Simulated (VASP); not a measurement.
# Si32C (a cell with a defect) in VASP: single point with PBE

Aim: the single point of Si32C (a cell with a defect) with PBE.

Everything below comes from runs of VASP 6.6.1. Logs are shortened: lines on timing, memory, paths and dates and some standing lists are left out, and cuts for length are marked.

### 1 The cell of the first run

The cell holds a defect, 33 atoms: a = 9.474 Å, b = 9.474 Å, c = 9.474 Å, α = 109.47°, β = 109.47°, γ = 109.47°.

### 2 Single point, PBE (with an interstitial atom, then relaxed in part)

Input file INCAR:

```
SYSTEM = Si32C
ALGO     = Normal         ! electronic algorithm
EDIFF    = 1E-6           ! SCF threshold, eV
ENCUT    = 520            ! plane-wave cutoff, eV
GGA      = PE             ! functional
ISIF     = 2              ! what is computed and relaxed
ISMEAR   = 0              ! smearing method
LASPH    = .True.         ! aspherical terms in the spheres
LCHARG   = .False.        ! write CHGCAR
LREAL    = Auto         
LWAVE    = .False.        ! write WAVECAR
NBANDS   = 88             ! bands
NELM     = 80             ! most SCF steps
PREC     = Accurate       ! precision mode
SIGMA    = 0.01           ! smearing width, eV
```

Input file KPOINTS:

```
k-points
0
Gamma
  3 3 3
  0 0 0
```

Input file POSCAR:

```
Si32C
1.0
    5.4700937543      5.4700937543     -5.4700937543
   -5.4700937543      5.4700937543      5.4700937543
    5.4700937543     -5.4700937543      5.4700937543
Si C
32 1
Direct
    0.4909797211      0.7555504301      1.0046772232
    0.2529577582      0.7609229218      0.2518393267
   -0.0007223427      0.7427456587      0.4726648289
    0.4910435120      1.0052747163      0.7549860185
    0.7744220384      0.7912465353      0.7907512381
    0.2245192604      1.0165550760      1.0160536005
   -0.0006510415      0.0086073622      0.2643167726
    0.5078148678      0.2640062271      0.5131226395
    0.7456054339     -0.0013627552      0.5065870956
    0.2531554588      0.2524263160      0.7603260391
   -0.0006522572      0.2647550175      0.0078393325
    0.5077544270      0.5136574837      0.2633818775
    0.7378754756      0.2447396480      0.2441263926
    0.2608857059      0.5063184502      0.5057036515
   -0.0007340158      0.4730517659      0.7421110160
    0.7458040065      0.5073825597     -0.0017415395
    0.2568116276      0.4976780087      0.7512060262
   -0.0006458952      0.5128708951      0.0037454193
    0.7419252073      0.4943598421      0.2396757478
    0.2567441381      0.7518265336      0.4971483161
    0.5282776227      0.5248704999      0.5242796496
    0.0000459778      0.6951813815      0.6947054880
    0.7442701934      0.7616950417      0.0153767687
    0.2545047987      0.0168512036      0.2706487251
    0.4992349894      0.7553719262      0.2548159973
   -0.0006456111      0.0043625637      0.5123634198
    0.7442026714      0.0157324910      0.7609565583
    0.2545736212      0.2710818579      0.0161784773
    0.4705051452     -0.0040124808     -0.0046065335
   -0.0005873881      0.2560614803      0.2554178443
    0.7418470742      0.2401210067      0.4936618933
    0.4995749080      0.2555561560      0.7549767242
   -0.0004921769     -0.1450024832     -0.1453359122
```

Potentials or basis: VASP PAW PBE potentials, release 64 (Si, C).

On the command line:

```sh
cat potpaw_PBE.64/Si/POTCAR potpaw_PBE.64/C/POTCAR > POTCAR
mpirun -np 1 vasp_std > vasp.out
```

OUTCAR:

```text
SYSTEM = Si32C
   EDIFF = 1E-6
   ENCUT = 520
   GGA = PE
   ISIF = 2
   ISMEAR = 0
   LASPH = .True.
   LREAL = Auto
   NELM = 80
   PREC = Accurate

 ion  position               nearest neighbor table
   1  0.491  0.756  0.005-  25 2.35  23 2.35  17 2.36  29 2.38
   2  0.253  0.761  0.252-  25 2.34  20 2.34  24 2.37  18 2.37
   3  0.999  0.743  0.473-  22 2.29  19 2.34  20 2.34  26 2.38
   4  0.491  0.005  0.755-  32 2.35  27 2.35  20 2.36  29 2.38
   5  0.774  0.791  0.791-  33 1.82  27 2.33  23 2.33  21 2.47  22 2.88
   6  0.225  0.017  0.016-  33 1.82  28 2.33  24 2.33  29 2.47  22 2.87
   7  0.999  0.009  0.264-  26 2.36  24 2.37  23 2.37  30 2.37
   8  0.508  0.264  0.513-  32 2.35  24 2.35  31 2.36  21 2.38
   9  0.746  0.999  0.507-  25 2.34  31 2.34  27 2.37  26 2.37
  10  0.253  0.252  0.760-  32 2.34  17 2.34  28 2.37  26 2.37
  11  0.999  0.265  0.008-  18 2.36  28 2.37  27 2.37  30 2.37
  12  0.508  0.514  0.263-  25 2.35  28 2.35  19 2.36  21 2.38
  13  0.738  0.245  0.244-  31 2.37  19 2.37  30 2.41  29 2.42
  14  0.261  0.506  0.506-  20 2.37  17 2.37  30 2.41  21 2.42
  15  0.999  0.473  0.742-  22 2.29  31 2.34  17 2.34  18 2.38
  16  0.746  0.507  0.998-  32 2.34  19 2.34  23 2.37  18 2.37
  17  0.257  0.498  0.751-  15 2.34  10 2.34   1 2.36  14 2.37
  18  0.999  0.513  0.004-  11 2.36  16 2.37   2 2.37  15 2.38
  19  0.742  0.494  0.240-   3 2.34  16 2.34  12 2.36  13 2.37
  20  0.257  0.752  0.497-   3 2.34   2 2.34   4 2.36  14 2.37
  21  0.528  0.525  0.524-  12 2.38   8 2.38  14 2.42   5 2.47
  22  0.000  0.695  0.695-  33 1.75   3 2.29  15 2.29   6 2.87   5 2.88
  23  0.744  0.762  0.015-   5 2.33   1 2.35  16 2.37   7 2.37
  24  0.255  0.017  0.271-   6 2.33   8 2.35   2 2.37   7 2.37
  25  0.499  0.755  0.255-   9 2.34   2 2.34  12 2.35   1 2.35
  26  0.999  0.004  0.512-   7 2.36   9 2.37  10 2.37   3 2.38
  27  0.744  0.016  0.761-   5 2.33   4 2.35   9 2.37  11 2.37
  28  0.255  0.271  0.016-   6 2.33  12 2.35  10 2.37  11 2.37
  29  0.471  0.996  0.995-   4 2.38   1 2.38  13 2.42   6 2.47
  30  0.999  0.256  0.255-   7 2.37  11 2.37  13 2.41  14 2.41
  31  0.742  0.240  0.494-  15 2.34   9 2.34   8 2.36  13 2.37
  32  0.500  0.256  0.755-  16 2.34  10 2.34   8 2.35   4 2.35
  33  1.000  0.855  0.855-  22 1.75   5 1.82   6 1.82

  LATTYP: Found a body centered cubic cell.
 ALAT       =    10.9401875086

  Lattice vectors:

 A1 = (   5.4700937543,   5.4700937543,  -5.4700937543)
 A2 = (  -5.4700937543,   5.4700937543,   5.4700937543)
 A3 = (   5.4700937543,  -5.4700937543,   5.4700937543)

Analysis of symmetry for initial positions (statically):
=====================================================================
 Subroutine PRICEL returns:
 Original cell was already a primitive cell.

 Routine SETGRP: Setting up the symmetry group for a
 body centered cubic supercell.

 Subroutine GETGRP returns: Found  1 space group operations
 (whereof  1 operations were pure point group operations)
 out of a pool of 48 trial point group operations.

The static configuration has the point symmetry C_1 .

Analysis of symmetry for dynamics (positions and initial velocities):
=====================================================================
 Subroutine PRICEL returns:
 Original cell was already a primitive cell.

 Routine SETGRP: Setting up the symmetry group for a
 body centered cubic supercell.

 Subroutine GETGRP returns: Found  1 space group operations
 (whereof  1 operations were pure point group operations)
 out of a pool of 48 trial point group operations.

The dynamic configuration has the point symmetry C_1 .

 Subroutine INISYM returns: Found  1 space group operations
 (whereof  1 operations are pure point group operations),
 and found     1 'primitive' translations

----------------------------------------------------------------------------------------

                                     Primitive cell

  volume of cell :     654.7030

  direct lattice vectors                    reciprocal lattice vectors
     5.470093754  5.470093754 -5.470093754     0.091406112  0.091406112  0.000000000
    -5.470093754  5.470093754  5.470093754     0.000000000  0.091406112  0.091406112
     5.470093754 -5.470093754  5.470093754     0.091406112  0.000000000  0.091406112

  length of vectors
     9.474480305  9.474480305  9.474480305     0.129267763  0.129267763  0.129267763

[... 79 lines left out ...]
 Generating k-lattice:

  Cartesian coordinates                     Fractional coordinates (reciprocal lattice)
     0.030468704  0.030468704  0.000000000     0.333333333  0.000000000  0.000000000
     0.000000000  0.030468704  0.030468704     0.000000000  0.333333333  0.000000000
     0.030468704  0.000000000  0.030468704     0.000000000  0.000000000  0.333333333

  Length of vectors
     0.043089254  0.043089254  0.043089254

  Shift w.r.t. Gamma in fractional coordinates (k-lattice)
     0.000000000  0.000000000  0.000000000

 Subroutine IBZKPT returns following result:
 ===========================================

 Found     14 irreducible k-points:

 Following reciprocal coordinates:
            Coordinates               Weight
  0.000000  0.000000  0.000000      1.000000
  0.333333  0.000000  0.000000      2.000000
  0.000000  0.333333  0.000000      2.000000
  0.000000  0.000000  0.333333      2.000000
  0.333333  0.000000 -0.333333      2.000000
  0.333333 -0.333333  0.000000      2.000000
  0.000000  0.333333 -0.333333      2.000000
  0.333333  0.333333  0.000000      2.000000
  0.000000  0.333333  0.333333      2.000000
  0.333333  0.000000  0.333333      2.000000
 -0.333333 -0.333333 -0.333333      2.000000
 -0.333333  0.333333  0.333333      2.000000
  0.333333 -0.333333  0.333333      2.000000
  0.333333  0.333333 -0.333333      2.000000
   k-points           NKPTS =     14   k-points in BZ     NKDIM =     14   number of bands    NBANDS=     88
   number of dos      NEDOS =    301   number of ions     NIONS =     33
   total plane-waves  NPLWV = 343000
   dimension x,y,z NGX =    70 NGY =   70 NGZ =   70
   dimension x,y,z NGXF=   140 NGYF=  140 NGZF=  140
   ions per type =              32   1
   NGX,Y,Z   is equivalent  to a cutoff of  12.28, 12.28, 12.28 a.u.
   NGXF,Y,Z  is equivalent  to a cutoff of  24.57, 24.57, 24.57 a.u.
 SYSTEM =  Si32C
   PREC   = accura    normal or accurate (medium, high low for compatibility)
   ISTART =      0    job   : 0-new  1-cont  2-samecut
   ICHARG =      2    charge: 1-file 2-atom 10-const
   ISPIN  =      1    spin polarized calculation?
   LNONCOLLINEAR =      F non collinear calculations
   LSORBIT =      F    spin-orbit coupling
   LASPH  =      T    aspherical Exc in radial PAW
   ENCUT  =  520.0 eV  38.22 Ry    6.18 a.u.  17.62 17.62 17.62*2*pi/ulx,y,z
   NELM   =     80;   NELMIN=  2; NELMDL= -5     # of ELM steps
   EDIFF  = 0.1E-05   stopping-criterion for ELM
   LREAL  =      T    real-space projection
   EDIFFG = 0.1E-04   stopping-criterion for IOM
   NSW    =      0    number of steps for IOM
   IBRION =     -1    ionic relax: 0-MD 1-quasi-New 2-CG
   NFREE  =      0    steps in history (QN), initial steepest desc. (CG)
   ISIF   =      2    stress and relaxation
   ISYM   =      2    0-nonsym 1-usesym 2-fastsym
   POTIM  = 0.5000    time-step for ionic-motion
   TEBEG  =    0.0;   TEEND  =   0.0 temperature during run
   PSTRESS=    0.0 pullay stress
   NELECT =     132.0000    total number of electrons
   NUPDOWN=      -1.0000    fix difference up-down
   EMIN   =  10.00;   EMAX   =-10.00  energy-range for DOS
   EFERMI =   0.00;   METHOD = LEGACY
   ISMEAR =     0;   SIGMA  =   0.01  broadening in eV -4-tet -1-fermi 0-gaus
   EFERMI_NEDOS =   21; number of points for ismear=-14 and -15
   IALGO  =     38    algorithm
   IMIX   =      4    mixing-type and parameters
     AMIX     =   0.40;   BMIX     =  1.00
     AMIX_MAG =   1.60;   BMIX_MAG =  1.00
  volume/ion in A,a.u.               =      19.84       133.88
  Fermi-wavevector in a.u.,A,eV,Ry     =   0.959956  1.814054 12.537983  0.921516
  Thomas-Fermi vector in A             =   2.089198
   LORBIT       =      0    0 simple, 1 ext, 2 COOP (PROOUT), +10 PAW based schemes
   GGA     = PE    functional components
   LHFCALC =     F    Hartree Fock is set to
   AEXX    =    0.0000 exact exchange contribution
   IVDW    =     0    specifies the selected vdW correction
   LEPSILON=     F    determine dielectric tensor
   LRPA    =     F    only Hartree local field effects (RPA)
 non-spin polarized calculation
 Gauss-broadening in eV      SIGMA  =   0.01
  energy-cutoff  :      520.00
  volume of cell :      654.70
 maximum number of plane-waves:     17645
 NGX is ok and might be reduce to    70
   NGX = 35   NGY = 35   NGZ = 35

 number of electron     132.0000001 magnetization

 Free energy of the ion-electron system (eV)
  ---------------------------------------------------
  ext. energy  EPLUGINS =         0.00000000
  ---------------------------------------------------
  free energy    TOTEN  =      -179.31499804 eV

  energy without entropy =     -179.31458012  energy(sigma->0) =     -179.31478908

 E-fermi :   5.9915     XC(G=0):  -9.4012

 val. band max:        5.9915397400   @ k =  -0.3333   0.3333   0.3333
 cond. band min:       6.2647386830   @ k =   0.0000   0.0000   0.0000
 fundamental gap:      0.2731989430
 Fermi energy:         5.9915397400

 k-point     1 :       0.0000    0.0000    0.0000
  band No.  band energies     occupation
      1      -7.0587      2.00000
      2      -5.8484      2.00000
      3      -4.4428      2.00000
      4      -4.3258      2.00000
      5      -4.2559      2.00000
      6      -4.2160      2.00000
[... 1123 lines left out ...]
     77       8.0177      0.00000
     78       8.2734      0.00000
 [bands above 78 left out]

------------------------ aborting loop because EDIFF is reached ----------------------------------------

  FORCE on cell =-STRESS in cart. coord.  units (eV):
  Direction    XX          YY          ZZ          XY          YZ          ZX
  --------------------------------------------------------------------------------------
  -------------------------------------------------------------------------------------
  Total       -0.4239201     -0.4167906     13.3366769     -3.9749876      0.0126601      0.0011861
  in kB       -1.0374096     -1.0199625     32.6372765     -9.7275185      0.0309815      0.0029027
  external PRESSURE =      10.1933015 kB  Pullay stress =       0.0000000 kB

 VOLUME and BASIS-vectors are now :
 -----------------------------------------------------------------------------
  energy-cutoff  :      520.00
  volume of cell :      654.70
      direct lattice vectors                 reciprocal lattice vectors
     5.470093754  5.470093754 -5.470093754     0.091406112  0.091406112  0.000000000
    -5.470093754  5.470093754  5.470093754     0.000000000  0.091406112  0.091406112
     5.470093754 -5.470093754  5.470093754     0.091406112  0.000000000  0.091406112

 POSITION                                       TOTAL-FORCE (eV/Angst)
 -----------------------------------------------------------------------------------
     -1.42164      6.79305      1.47281         0.000916     -0.003201     -0.002231
     -1.40103      4.16844      4.15620         0.006717      0.001284      0.000032
      3.98878      6.94351      1.18227         0.008680      0.004708      0.001290
      6.78705     -1.41494      1.47264        -0.004919      0.001266     -0.001559
      4.23345      4.23887      4.41751         0.000923      0.000479      0.006938
      1.22540      1.23088     -1.04977        -0.003659     -0.004255     -0.003500
[... 25 lines left out ...]
      5.46460      0.00084      2.79499        -0.001886     -0.005376      0.003270
      5.46558      5.46923      3.88461         0.004780      0.003072      0.015541
 -----------------------------------------------------------------------------------
    total drift:                                0.013719      0.008435      0.017434

  FREE ENERGIE OF THE ION-ELECTRON SYSTEM (eV)
  ---------------------------------------------------
  free  energy   TOTEN  =      -179.3149980372 eV

  energy  without entropy=     -179.3145801190  energy(sigma->0) =     -179.31478908
```

Wall time 19 min (1 thread of Intel Xeon 6975P-C (Granite Rapids), shared host); peak memory 0.95 GiB.

Results:

```yaml
Free_energy: -179.3150 eV
Pressure: 1.0 GPa
Largest_force: 0.024 eV/Å
Band_gap_on_the_k_mesh: zero (bands 66 and 67 overlap by 0.06 eV)
```

Forces in eV/Å, atoms in the order of the input:
```
Si   0.001 -0.003 -0.002
Si   0.007  0.001  0.000
Si   0.009  0.005  0.001
Si  -0.005  0.001 -0.002
Si   0.001  0.000  0.007
Si  -0.004 -0.004 -0.004
Si  -0.005  0.003  0.000
Si   0.003 -0.003 -0.002
Si  -0.004  0.000  0.001
Si   0.001  0.003  0.001
Si   0.005 -0.005  0.004
Si  -0.003  0.005 -0.003
Si   0.005  0.003  0.002
Si  -0.002 -0.002 -0.001
Si   0.005  0.010  0.001
Si   0.001 -0.006 -0.001
Si   0.002 -0.004  0.004
Si  -0.001  0.004 -0.007
Si  -0.002 -0.004  0.005
Si  -0.002  0.005  0.002
Si  -0.006 -0.007 -0.003
Si  -0.009 -0.009 -0.021
Si  -0.004  0.002 -0.002
Si  -0.001  0.002 -0.005
Si   0.001  0.004  0.003
Si   0.003 -0.001 -0.005
Si   0.001  0.001  0.002
Si  -0.003 -0.001  0.000
Si   0.003  0.002 -0.005
Si  -0.001  0.000  0.003
Si  -0.001  0.002  0.006
Si  -0.002 -0.005  0.003
C    0.005  0.003  0.016
```

Stress tensor (GPa, compression positive):
```
-0.10 -0.97  0.00
-0.97 -0.10  0.00
 0.00  0.00  3.26
```

Levels at points of the mesh, in eV from the Fermi level:
```
           k point  band 64  band 65  band 66  band 67  band 68  band 69
(0.00, 0.00, 0.00)    -0.66    -0.31    -0.22    -0.06     0.27     0.38
```

Caveat: the cell differs from its parent crystal (with an interstitial atom, then relaxed in part).
